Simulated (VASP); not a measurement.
Crystal: MgS (Niningerite).

```
Mg S
1.0
     0.02198    2.60152    2.60152
     2.60152    0.02198    2.60152
     2.62350    2.62350    0.00000
Mg S
1 1
Direct
  0.00000 0.00000 0.00000
  0.50000 0.50000 0.50000
```

This cell differs from its parent crystal: shear xy strain +1.7%.

Base run:

```yaml
Program: VASP 6.6.1
Functional: PBE
Potentials_or_basis: VASP PAW PBE potentials, release 64 (Mg, S)
Cutoff: 520 eV
k_mesh: 6 × 6 × 6
Occupations: gaussian, width 0.01 eV
Spin: no spin polarisation
```

Its results: band gap on the k mesh 2.68 eV, indirect (least direct gap 3.63 eV); pressure 0.9 GPa.

Problem. The run is repeated on the same cell with these changes: functional from PBE to HSE06. What comes out?

Solution. Band gap on the k mesh 3.66 eV, indirect (least direct gap 4.71 eV); pressure -0.7 GPa.

HSE06 gives the wider gap, since exact exchange removes part of the self-interaction.

Caveats: the PAW data sets were made with another functional, which shifts forces and pressure a little (some runs).

A k mesh can miss the band edges.
